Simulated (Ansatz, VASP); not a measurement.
# One calculation of As, two programs

```
As
1.0
     3.61200    0.00000    0.00000
    -1.80600    3.12808    0.00000
     0.00000    0.00000   28.00000
As
2
Direct
  0.33333 0.66667 0.50532
  0.66667 0.33333 0.49468
```

Alike in both runs: task single point; functional PBE; k mesh 9 × 9 × 1; occupations gaussian, width 0.02 eV; no spin polarisation.

```csv
,VASP,Ansatz
version,VASP 6.6.1,Ansatz 0.2.0
potentials or method,"VASP PAW PBE potentials, release 64 (As), cutoff 520 eV","scalar-relativistic, plane waves, PAW"
valence electrons in the cell,10,30
```

```tsv
	VASP	Ansatz	Ansatz less VASP
gap on the k mesh at the Fermi level (eV)	none	none	-
rms of the force components (eV/Å)	1.740	1.720	-0.0204
```

Atom by atom the forces differ by 0.020 eV/Å (rms over components). A gap of «none» marks a metal or a gap that the smearing closes. With one functional, cell and mesh, what is left measures potentials, basis and numerics. VASP's potentials hold 10 valence electrons a cell and Ansatz's 30, so a difference there can come from the potentials and not from the codes.
